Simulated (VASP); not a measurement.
# Ti4W (Cmmm) in VASP: single point with PBE

Aim: the single point of Ti4W with PBE.

Everything below comes from runs of VASP 6.6.1. Logs are shortened: lines on timing, memory, paths and dates and some standing lists are left out, and cuts for length are marked.

## Step 1: The cell of the first run

Symmetry: Cmmm, No. 65, orthorhombic system. Conventional cell: a = 5.101 Å, b = 8.373 Å, c = 4.544 Å, α = 90.00°, β = 90.00°, γ = 90.00°. Ti (site symmetry m2m) has 2 W at 2.68 Å and 6 Ti at 2.76 to 2.92 Å within 3.5 Å. Ti (site symmetry mmm) has 8 Ti at 2.27 to 2.92 Å within 3.0 Å. Within 3.0 Å of Ti (site symmetry mmm) lie 2 Ti at 2.27 Å and 2 W at 2.55 Å. W (site symmetry mmm) has 6 Ti at 2.55 to 2.68 Å within 3.4 Å.

## Step 2: Single point, PBE

Contents of INCAR:

```
SYSTEM = Ti4W
ALGO = Normal
EDIFF = 1E-7
ENCUT = 520
GGA = PE
ISIF = 2
ISMEAR = 0
LASPH = .TRUE.
LCHARG = .TRUE.
LELF = .TRUE.
LREAL = .FALSE.
LVHAR = .TRUE.
LWAVE = .FALSE.
NBANDS = 39
NELM = 80
PREC = Accurate
SIGMA = 0.1
```

Contents of KPOINTS:

```
k-points
0
G
  4 4 4
  0 0 0
```

Contents of POSCAR:

```
Ti4W
1.0
    2.5503417414     -4.1862775176      0.0000000000
    2.5503417414      4.1862775176      0.0000000000
    0.0000000000      0.0000000000      4.5438861373
Ti W
4 1
Direct
    0.3300950785      0.6699049215      0.5000000000
    0.6699049215      0.3300950785      0.5000000000
    0.0000000000      0.0000000000      0.5000000000
    0.0000000000      0.0000000000      0.0000000000
    0.5000000000      0.5000000000      0.0000000000
```

Potentials or basis: VASP PAW PBE potentials, release 64 (Ti_sv, W_sv).

Launch:

```bash
> cat potpaw_PBE.64/Ti_sv/POTCAR potpaw_PBE.64/W_sv/POTCAR > POTCAR
> mpirun -np 1 vasp_std > vasp.out
```

OUTCAR:

```text
SYSTEM = Ti4W
   EDIFF = 1E-7
   ENCUT = 520
   GGA = PE
   ISIF = 2
   ISMEAR = 0
   LASPH = .TRUE.
   LREAL = .FALSE.
   NELM = 80
   PREC = Accurate

 ion  position               nearest neighbor table
   1  0.330  0.670  0.500-   5 2.68   5 2.68   3 2.76   2 2.85   2 2.88   2 2.88   3 2.92   3 2.92

   2  0.670  0.330  0.500-   5 2.68   5 2.68   3 2.76   1 2.85   1 2.88   1 2.88   3 2.92   3 2.92

   3  0.000  0.000  0.500-   4 2.27   4 2.27   1 2.76   2 2.76   2 2.92   1 2.92   2 2.92   1 2.92

   4  0.000  0.000  0.000-   3 2.27   3 2.27   5 2.55   5 2.55
   5  0.500  0.500  0.000-   4 2.55   4 2.55   1 2.68   1 2.68   2 2.68   2 2.68

  LATTYP: Found a base centered orthorhombic cell.
 ALAT       =     5.1006834828
 B/A-ratio  =     1.6414574759
 C/A-ratio  =     0.8908386793

  Lattice vectors:

 A1 = (   2.5503417414,  -4.1862775176,   0.0000000000)
 A2 = (   2.5503417414,   4.1862775176,   0.0000000000)
 A3 = (   0.0000000000,   0.0000000000,   4.5438861373)

Analysis of symmetry for initial positions (statically):
=====================================================================
 Subroutine PRICEL returns:
 Original cell was already a primitive cell.

 Routine SETGRP: Setting up the symmetry group for a
 base centered orthorhombic supercell.

 Subroutine GETGRP returns: Found  8 space group operations
 (whereof  8 operations were pure point group operations)
 out of a pool of  8 trial point group operations.

The static configuration has the point symmetry D_2h.

Analysis of symmetry for dynamics (positions and initial velocities):
=====================================================================
 Subroutine PRICEL returns:
 Original cell was already a primitive cell.

 Routine SETGRP: Setting up the symmetry group for a
 base centered orthorhombic supercell.

 Subroutine GETGRP returns: Found  8 space group operations
 (whereof  8 operations were pure point group operations)
 out of a pool of  8 trial point group operations.

The dynamic configuration has the point symmetry D_2h.

 Subroutine INISYM returns: Found  8 space group operations
 (whereof  8 operations are pure point group operations),
 and found     1 'primitive' translations

----------------------------------------------------------------------------------------

                                     Primitive cell

  volume of cell :      97.0250

  direct lattice vectors                    reciprocal lattice vectors
     2.550341741 -4.186277518  0.000000000     0.196052157 -0.119437853  0.000000000
     2.550341741  4.186277518  0.000000000     0.196052157  0.119437853  0.000000000
     0.000000000  0.000000000  4.543886137     0.000000000  0.000000000  0.220075937

  length of vectors
     4.901954962  4.901954962  4.543886137     0.229568833  0.229568833  0.220075937

  position of ions in fractional coordinates (direct lattice)
     0.330095079  0.669904921  0.500000000
     0.669904921  0.330095079  0.500000000
     0.000000000  0.000000000  0.500000000
     0.000000000  0.000000000  0.000000000
     0.500000000  0.500000000  0.000000000

  ion indices of the primitive-cell ions
   primitive index   ion index
                 1           1
                 2           2
                 3           3
                 4           4
                 5           5

----------------------------------------------------------------------------------------

 KPOINTS: k-points

Automatic generation of k-mesh.
 Grid dimensions read from file:
 generate k-points for:    4    4    4

 Generating k-lattice:

  Cartesian coordinates                     Fractional coordinates (reciprocal lattice)
     0.049013039 -0.029859463  0.000000000     0.250000000  0.000000000  0.000000000
     0.049013039  0.029859463  0.000000000     0.000000000  0.250000000  0.000000000
     0.000000000  0.000000000  0.055018984     0.000000000  0.000000000  0.250000000

  Length of vectors
     0.057392208  0.057392208  0.055018984

  Shift w.r.t. Gamma in fractional coordinates (k-lattice)
     0.000000000  0.000000000  0.000000000

 Subroutine IBZKPT returns following result:
 ===========================================

 Found     21 irreducible k-points:

 Following reciprocal coordinates:
            Coordinates               Weight
  0.000000  0.000000  0.000000      1.000000
  0.250000  0.000000  0.000000      4.000000
  0.500000  0.000000  0.000000      2.000000
  0.250000  0.250000  0.000000      2.000000
  0.500000  0.250000  0.000000      4.000000
 -0.250000  0.250000  0.000000      2.000000
[... 13 lines left out ...]
 -0.250000  0.250000  0.500000      2.000000
  0.500000  0.500000  0.500000      1.000000
   k-points           NKPTS =     21   k-points in BZ     NKDIM =     21   number of bands    NBANDS=     39
   number of dos      NEDOS =    301   number of ions     NIONS =      5
   total plane-waves  NPLWV =  46656
   dimension x,y,z NGX =    36 NGY =   36 NGZ =   36
   dimension x,y,z NGXF=    72 NGYF=   72 NGZF=   72
   ions per type =               4   1
   NGX,Y,Z   is equivalent  to a cutoff of  12.21, 12.21, 13.17 a.u.
   NGXF,Y,Z  is equivalent  to a cutoff of  24.42, 24.42, 26.34 a.u.
 SYSTEM =  Ti4W
   PREC   = accura    normal or accurate (medium, high low for compatibility)
   ISTART =      0    job   : 0-new  1-cont  2-samecut
   ICHARG =      2    charge: 1-file 2-atom 10-const
   ISPIN  =      1    spin polarized calculation?
   LNONCOLLINEAR =      F non collinear calculations
   LSORBIT =      F    spin-orbit coupling
   LASPH  =      T    aspherical Exc in radial PAW
   ENCUT  =  520.0 eV  38.22 Ry    6.18 a.u.   9.11  9.11  8.45*2*pi/ulx,y,z
   NELM   =     80;   NELMIN=  2; NELMDL= -5     # of ELM steps
   EDIFF  = 0.1E-06   stopping-criterion for ELM
   LREAL  =      F    real-space projection
   EDIFFG = 0.1E-05   stopping-criterion for IOM
   NSW    =      0    number of steps for IOM
   IBRION =     -1    ionic relax: 0-MD 1-quasi-New 2-CG
   NFREE  =      0    steps in history (QN), initial steepest desc. (CG)
   ISIF   =      2    stress and relaxation
   ISYM   =      2    0-nonsym 1-usesym 2-fastsym
   POTIM  = 0.5000    time-step for ionic-motion
   TEBEG  =    0.0;   TEEND  =   0.0 temperature during run
   PSTRESS=    0.0 pullay stress
   NELECT =      62.0000    total number of electrons
   NUPDOWN=      -1.0000    fix difference up-down
   EMIN   =  10.00;   EMAX   =-10.00  energy-range for DOS
   EFERMI =   0.00;   METHOD = LEGACY
   ISMEAR =     0;   SIGMA  =   0.10  broadening in eV -4-tet -1-fermi 0-gaus
   EFERMI_NEDOS =   21; number of points for ismear=-14 and -15
   IALGO  =     38    algorithm
   IMIX   =      4    mixing-type and parameters
     AMIX     =   0.40;   BMIX     =  1.00
     AMIX_MAG =   1.60;   BMIX_MAG =  1.00
  volume/ion in A,a.u.               =      19.41       130.95
  Fermi-wavevector in a.u.,A,eV,Ry     =   1.410081  2.664667 27.052858  1.988329
  Thomas-Fermi vector in A             =   2.532071
   LORBIT       =      0    0 simple, 1 ext, 2 COOP (PROOUT), +10 PAW based schemes
   GGA     = PE    functional components
   LHFCALC =     F    Hartree Fock is set to
   AEXX    =    0.0000 exact exchange contribution
   IVDW    =     0    specifies the selected vdW correction
   LEPSILON=     F    determine dielectric tensor
   LRPA    =     F    only Hartree local field effects (RPA)
 non-spin polarized calculation
 Gauss-broadening in eV      SIGMA  =   0.10
  energy-cutoff  :      520.00
  volume of cell :       97.03
 maximum number of plane-waves:      2640
   NGX = 19   NGY = 19   NGZ = 17

 number of electron      62.0000006 magnetization

 Free energy of the ion-electron system (eV)
  ---------------------------------------------------
  ext. energy  EPLUGINS =         0.00000000
  ---------------------------------------------------
  free energy    TOTEN  =       -40.05365470 eV

  energy without entropy =      -40.02404942  energy(sigma->0) =      -40.03885206

 E-fermi :   7.0088     XC(G=0): -11.0744

 val. band max:        6.9803443322   @ k =   0.2500   0.2500   0.5000
 cond. band min:       7.0184488847   @ k =   0.0000   0.0000   0.5000
 fundamental gap:      0.0381045526
 Fermi energy:         7.0088373648

 k-point     1 :       0.0000    0.0000    0.0000
  band No.  band energies     occupation
      1     -66.0670      2.00000
      2     -49.6194      2.00000
      3     -49.5433      2.00000
      4     -49.2927      2.00000
      5     -48.7564      2.00000
      6     -30.4479      2.00000
[... 31 lines left out ...]
     38       8.9948      0.00000
     39       8.9979      0.00000

 k-point     2 :       0.2500    0.0000    0.0000
  band No.  band energies     occupation
      1     -66.0670      2.00000
      2     -49.6086      2.00000
      3     -49.5523      2.00000
      4     -49.2947      2.00000
      5     -48.7574      2.00000
      6     -30.4117      2.00000
[... 31 lines left out ...]
     38       9.0924      0.00000
     39       9.7235      0.00000

 k-point     3 :       0.5000    0.0000    0.0000
  band No.  band energies     occupation
      1     -66.0670      2.00000
      2     -49.5916      2.00000
      3     -49.5673      2.00000
      4     -49.2967      2.00000
      5     -48.7585      2.00000
      6     -30.3747      2.00000
[... 31 lines left out ...]
     38       8.8061      0.00000
     39       8.9891      0.00000

 k-point     4 :       0.2500    0.2500    0.0000
  band No.  band energies     occupation
      1     -66.0670      2.00000
      2     -49.5930      2.00000
      3     -49.5659      2.00000
      4     -49.2968      2.00000
      5     -48.7585      2.00000
      6     -30.3747      2.00000
[... 31 lines left out ...]
     38       8.9136      0.00000
     39       9.0477      0.00000
[... 628 lines left out ...]
     38       9.1082      0.00000
     39       9.2764      0.00000

 k-point    20 :      -0.2500    0.2500    0.5000
  band No.  band energies     occupation
      1     -66.0670      2.00000
      2     -49.6073      2.00000
      3     -49.5530      2.00000
      4     -49.1056      2.00000
      5     -48.9618      2.00000
      6     -30.4466      2.00000
[... 31 lines left out ...]
     38       9.0383      0.00000
     39       9.0537      0.00000

 k-point    21 :       0.5000    0.5000    0.5000
  band No.  band energies     occupation
      1     -66.0670      2.00000
      2     -49.5881      2.00000
      3     -49.5702      2.00000
      4     -49.1056      2.00000
      5     -48.9642      2.00000
      6     -30.4468      2.00000
[... 31 lines left out ...]
     38       9.1201      0.00000
     39       9.2617      0.00000

------------------------ aborting loop because EDIFF is reached ----------------------------------------

  FORCE on cell =-STRESS in cart. coord.  units (eV):
  Direction    XX          YY          ZZ          XY          YZ          ZX
  --------------------------------------------------------------------------------------
  -------------------------------------------------------------------------------------
  Total       -0.0712614     -0.0777052      0.1363128      0.0000000      0.0000000      0.0000000
  in kB       -1.1767414     -1.2831484      2.2509367      0.0000000      0.0000000      0.0000000
  external PRESSURE =      -0.0696510 kB  Pullay stress =       0.0000000 kB

 VOLUME and BASIS-vectors are now :
 -----------------------------------------------------------------------------
  energy-cutoff  :      520.00
  volume of cell :       97.03
      direct lattice vectors                 reciprocal lattice vectors
     2.550341741 -4.186277518  0.000000000     0.196052157 -0.119437853  0.000000000
     2.550341741  4.186277518  0.000000000     0.196052157  0.119437853  0.000000000
     0.000000000  0.000000000  4.543886137     0.000000000  0.000000000  0.220075937

 POSITION                                       TOTAL-FORCE (eV/Angst)
 -----------------------------------------------------------------------------------
      2.55034      1.42254      2.27194        -0.000000      0.005607      0.000000
      2.55034     -1.42254      2.27194        -0.000000     -0.005607      0.000000
      0.00000      0.00000      2.27194        -0.000000     -0.000000      0.000000
      0.00000      0.00000      0.00000        -0.000000     -0.000000      0.000000
      2.55034      0.00000      0.00000         0.000000     -0.000000      0.000000
 -----------------------------------------------------------------------------------
    total drift:                               -0.000000      0.000000      0.000000

  FREE ENERGIE OF THE ION-ELECTRON SYSTEM (eV)
  ---------------------------------------------------
  free  energy   TOTEN  =       -40.0536546999 eV

  energy  without entropy=      -40.0240494239  energy(sigma->0) =      -40.03885206
```

Wall time 2.1 min (1 thread of AMD EPYC 7R43 (Zen 3), shared host); peak memory 0.2 GiB.

Results:

```
Free energy            : -40.0537 eV
Pressure               : 0.0 GPa
Largest force          : 0.006 eV/Å
Band gap on the k mesh : zero (band 31 reaches 7.43 eV, above the bottom of band 32 at 6.68 eV)
```

Forces in eV/Å, atoms in the order of the input:
```
Ti   0.000  0.006  0.000
Ti   0.000 -0.006  0.000
Ti   0.000  0.000  0.000
Ti   0.000  0.000  0.000
W    0.000  0.000  0.000
```

Caveat: the k points lie up to 0.36 Å⁻¹ apart; spin-orbit coupling is left out, which moves the levels of the heavy elements.
